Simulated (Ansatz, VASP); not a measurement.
## In in VASP and in Ansatz

INCAR

```
SYSTEM = In
PREC     = Accurate       ! precision mode
ENCUT    = 520            ! plane-wave cutoff, eV
EDIFF    = 1E-7           ! SCF threshold, eV
ISMEAR   = 0              ! smearing method
SIGMA    = 0.15           ! smearing width, eV
LREAL    = .FALSE.        ! projectors in reciprocal space
LASPH    = .TRUE.         ! aspherical terms in the spheres
NELM     = 80             ! most SCF steps
ALGO     = Fast           ! electronic algorithm
ISIF     = 2              ! what is computed and relaxed
LWAVE    = .FALSE.        ! write WAVECAR
LCHARG   = .TRUE.         ! write CHGCAR
GGA      = PE             ! functional
LELF     = .TRUE.         ! ELF
LVHAR    = .TRUE.       
NBANDS   = 12             ! bands
```

The input KPOINTS:

```
Automatic mesh
0
G
  18 18 18
  0 0 0
```

The input POSCAR:

```
In
1.0
   -1.8825252400      1.8825252400      1.7319232208
    1.8825252400     -1.8825252400      1.7319232208
    1.8825252400      1.8825252400     -1.7319232208
In
1
Direct
    0.0000000000      0.0000000000      0.0000000000
```

Input for Ansatz:

```yaml
crystal:
  lattice:
    - [-1.88252524, 1.88252524, 1.7319232208]
    - [1.88252524, -1.88252524, 1.7319232208]
    - [1.88252524, 1.88252524, -1.7319232208]
  atoms:
    - { symbol: In, position: [0.0, 0.0, 0.0] }
basis:
  ecutwfc: 420
kpoints:
  mp_grid: { grid: [18, 18, 18] }
hamiltonian:
  xc: pbe
scf:
  occupations: { method: gaussian, width: 0.15 }
output:
  forces: true
  stress: true
  eigenvalues: true
```

Change from the starting cell: strain +0.000 along x and y, -0.080 along z, atoms carried along.

Alike in both runs: task single point; functional PBE; k mesh 18 × 18 × 18; occupations gaussian, width 0.15 eV; no spin polarisation.

|  | VASP | Ansatz |
| --- | --- | --- |
| version | VASP 6.6.1 | Ansatz 0.2.0 |
| potentials or method | VASP PAW PBE potentials, release 64 (In_d), cutoff 520 eV | scalar-relativistic, plane waves, PAW |
| valence electrons in the cell | 13 | 13 |

|  | VASP | Ansatz | Ansatz less VASP |
| --- | --- | --- | --- |
| gap on the k mesh at the Fermi level (eV) | none | none | - |
| pressure (GPa) | 5.8 | 5.8 | +0.03 |

A gap of «none» marks a metal or a gap that the smearing closes.
